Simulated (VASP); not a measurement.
A run of VASP 6.6.1:

Contents of POSCAR:

```
TaAs
1.0
    0.0000000000      2.4838517574      2.4838517574
    2.4838517574      0.0000000000      2.4838517574
    2.4838517574      2.4838517574      0.0000000000
Ta As
1 1
Direct
    0.5000000000      0.5000000000      0.5000000000
    0.0000000000      0.0000000000      0.0000000000
```

INCAR.step1

```
ALGO = Normal ; EDIFF = 1E-4
ENCUT = 520 ; GGA = PE
ISMEAR = 0 ; LASPH = T
LCHARG = F ; LREAL = F
LWAVE = T ; NBANDS = 15
NELM = 100 ; PREC = Accurate
SIGMA = 0.1
```

The input INCAR.step2:

```
ALGO = Normal ; EDIFF = 1E-6
ENCUT = 520 ; ISIF = 2
ISMEAR = 0 ; ISTART = 1
LASPH = T ; LCHARG = F
LMIXTAU = T ; LREAL = F
LWAVE = F ; METAGGA = R2SCAN
NBANDS = 15 ; NELM = 100
PREC = Accurate ; SIGMA = 0.1
```

KPOINTS

```
k-points
0
Gamma
  6 6 6
```

Potentials or basis: VASP PAW PBE potentials, release 64 (Ta_pv, As).

Command:

```console
$ cat potpaw_PBE.64/Ta_pv/POTCAR potpaw_PBE.64/As/POTCAR > POTCAR
$ cp INCAR.step1 INCAR
$ mpirun -np 1 vasp_std > vasp.out
$ cp INCAR.step2 INCAR
$ mpirun -np 1 vasp_std > vasp.out
```

Hardware: 1 thread of Intel(R) Xeon(R) 6975P-C (Granite Rapids), with other jobs on the host.

Question: Estimate the wall time of this run.

Answer: It took 20 s on 1 thread of Intel(R) Xeon(R) 6975P-C (Granite Rapids), with other jobs on the host, peak memory 0.16 GiB. Counts: k points 16.
